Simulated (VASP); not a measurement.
The system is Cr3Cd.

```xyz
4
Lattice="3.8640 0.0000 0.0000 0.0000 3.8640 0.0000 0.0000 0.0000 3.8640" Properties=species:S:1:pos:R:3 pbc="T T T"
Cr    0.0000    1.9320    1.9320
Cr    1.9320    0.0000    1.9320
Cr    1.9320    1.9320    0.0000
Cd    0.0000    0.0000    0.0000
```

| Quantity | Value |
| --- | --- |
| Program | VASP 6.6.1 |
| Task | relaxation of cell and atoms |
| Functional | PBE |
| Potentials or basis | VASP PAW PBE potentials, release 64 (Cr_pv, Cd) |
| Cutoff | 600 eV |
| k mesh | 4 × 4 × 4 |
| Occupations | gaussian, width 0.1 eV |
| Spin | no spin polarisation |

At the start: pressure -9.5 GPa; volume 14.42 Å³/atom.

**Question.** How do energy, volume and symmetry change on relaxing?

**Answer.** Over 3 steps the energy falls by 26.5 meV/atom and the volume is 13.60 Å³/atom (-5.7 %); space group Pm-3m (No. 221, to 0.1 Å) before and after.

Step by step:
| step | energy change (eV) | largest force (eV/Å) | pressure (GPa) | volume (Å³) |
| --- | --- | --- | --- | --- |
| 1 | 0.0000 | 0.0000 | -9.51 | 57.69 |
| 2 | 0.0420 | 0.0000 | 14.40 | 50.84 |
| 3 | -0.1059 | 0.0000 | -0.07 | 54.38 |

Final structure:
```
Cr Cd
1.0
     3.78870    0.00000    0.00000
     0.00000    3.78870    0.00000
     0.00000    0.00000    3.78870
Cr Cd
3 1
Direct
  0.00000 0.50000 0.50000
  0.50000 0.00000 0.50000
  0.50000 0.50000 0.00000
  0.00000 0.00000 0.00000
```

Caveat: the k points lie up to 0.41 Å⁻¹ apart in the final cell, too coarse for converged energies and pressures of a metal; the run has no spin polarisation, though such a crystal can be magnetic.
